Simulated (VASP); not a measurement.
# MgS: single point with LDA

Crystal: MgS.

```
CELL_PARAMETERS angstrom
0.00000 2.26031 2.60165
2.94299 0.00000 2.60165
2.94299 2.26031 0.00000
ATOMIC_POSITIONS crystal
Mg 0.00000 0.00000 0.00000
S 0.50000 0.50000 0.50000
```

This cell differs from its parent crystal: strain +0.1312 x Voigt [1, -1, 0, 0, 0, 0].

```yaml
Program: VASP 6.6.1
Task: single point
Functional: LDA
Potentials_or_basis: VASP PAW LDA potentials, release 64 (Mg, S)
Cutoff: 520 eV
k_mesh: 8 × 8 × 8
Occupations: gaussian, width 0.05 eV
Spin: no spin polarisation
Dipole_correction: no
Further_INCAR_settings: ALGO = Normal; EDIFF = 1e-06; NBANDS = 11
```

```json
{
  "Pressure": "6.5 GPa",
  "Band gap on the k mesh": "2.34 eV, indirect (least direct gap 3.34 eV)"
}
```

Stress tensor (GPa, compression positive):
```
-7.98  0.00  0.00
 0.00 27.84  0.00
 0.00  0.00 -0.31
```

Levels at points of the mesh, in eV from the valence-band top:
```
           k point  band 2  band 3  band 4  band 5  band 6  band 7
(0.00, 0.00, 0.00)   -0.90   -0.04    0.00    3.34    6.59    7.91
(0.50, 0.00, 0.00)   -5.29   -1.26   -0.65    3.69    5.84    8.64
(0.50, 0.50, 0.00)   -4.67   -2.89   -0.79    2.74    4.43   10.04
(0.50, 0.00, 0.50)   -4.29   -3.11   -2.00    2.34    3.60   10.99
(0.00, 0.50, 0.50)   -4.65   -1.92   -0.77    3.62    4.56   10.36
```

Run time: 31 s on 1 thread of Intel(R) Xeon(R) Platinum 8375C CPU @ 2.90GHz (Ice Lake) (shared host), peak memory 0.16 GiB.

Caveat: the cell differs from its parent crystal (strain +0.1312 x Voigt [1, -1, 0, 0, 0, 0]). A k mesh can miss the band edges.
